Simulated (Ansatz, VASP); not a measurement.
**LuPd in VASP and in Ansatz**

```
Lu Pd
1.0
     3.48330    0.00000    0.00000
     0.00000    3.48330    0.00000
     0.00000    0.00000    3.41500
Lu Pd
1 1
Direct
  0.00000 0.00000 0.00000
  0.50000 0.50000 0.50000
```

Change from the starting cell: equal xx and yy strain of +2 %.

Alike in both runs: task single point; functional PBEsol; k mesh 10 × 10 × 10; occupations fermi-dirac, width 0.05 eV; no spin polarisation.

```csv
,VASP,Ansatz
version,VASP 6.6.1,Ansatz 0.2.0
potentials or method,"VASP PAW PBE potentials, release 64 (Lu, Pd), cutoff 520 eV","all-electron LAPW, scalar-relativistic"
```

|  | VASP | Ansatz | Ansatz less VASP |
| --- | --- | --- | --- |
| pressure (GPa) | -5.7 | -5.9 | -0.17 |
| traceless stress, the component that is largest in VASP (GPa) | 0.52 | 0.52 | -0.002 |

VASP's potentials were made for PBE, not for PBEsol. Ansatz ran all-electron here, and VASP with PAW potentials.

Spin-orbit coupling is off throughout.
